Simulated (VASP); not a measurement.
Set up this calculation in VASP 6.6.1, as the native input.

* Task: single point
* Functional: PBE
* Potentials or basis: VASP PAW PBE potentials, release 64 (C)
* Cutoff: 520 eV
* k mesh: 12 × 12 × 6
* Occupations: gaussian, width 0.1 eV
* Spin: collinear spin
* Starting moments: [1.0, 1.0] μB
* Dipole correction: no
* Further INCAR settings: ALGO = Normal; EDIFF = 1e-06; NBANDS = 15

The structure of C lies in POSCAR:

```
C
1.0
    1.9481707300      0.0000000000      0.0000000000
   -0.9740853700      1.6871653500      0.0000000000
    0.0000000000      0.0000000000      3.1936508700
C
2
Direct
    0.6666666700      0.3333333300      0.3746127700
    0.3333333300      0.6666666700      0.6253872300
```

The cell was built from a structure type or drawn by symmetry, and may not be a known phase.

The input as run:

INCAR

```
SYSTEM = C
ALGO = Normal
EDIFF = 1E-6
ENCUT = 520
GGA = PE
ISIF = 2
ISMEAR = 0
ISPIN = 2
LASPH = .TRUE.
LCHARG = .TRUE.
LELF = .TRUE.
LORBIT = 11
LREAL = .FALSE.
LVHAR = .TRUE.
LWAVE = .FALSE.
MAGMOM = 1 1
NBANDS = 15
NELM = 150
PREC = Accurate
SIGMA = 0.1
```

KPOINTS

```
k-points
0
G
  12 12 6
  0 0 0
```

Potentials or basis: VASP PAW PBE potentials, release 64 (C).

Launch:

```sh
$ cat potpaw_PBE.64/C/POTCAR > POTCAR
$ mpirun -np 1 vasp_std > vasp.out
```

It gave:

```yaml
Pressure: 216.5 GPa
Largest_force: 1.469 eV/Å
Band_gap_on_the_k_mesh: zero (filled and empty bands overlap)
Net_moment: 0.00 μB per cell
Valence_electrons_inside_the_program's_atomic_spheres: C 2.76
```

Caveat: the cell stands under pressure; this functional lacks dispersion, which binds the layers, so the pressure and a relaxed spacing across them are unreliable; forces of over 1 eV/Å act on the atoms, so gaps and moduli don't describe the material at rest.

Run time: 19 s on 1 thread of Intel(R) Xeon(R) Platinum 8259CL CPU @ 2.50GHz (Skylake/Cascade Lake) (shared host), peak memory 0.13 GiB.
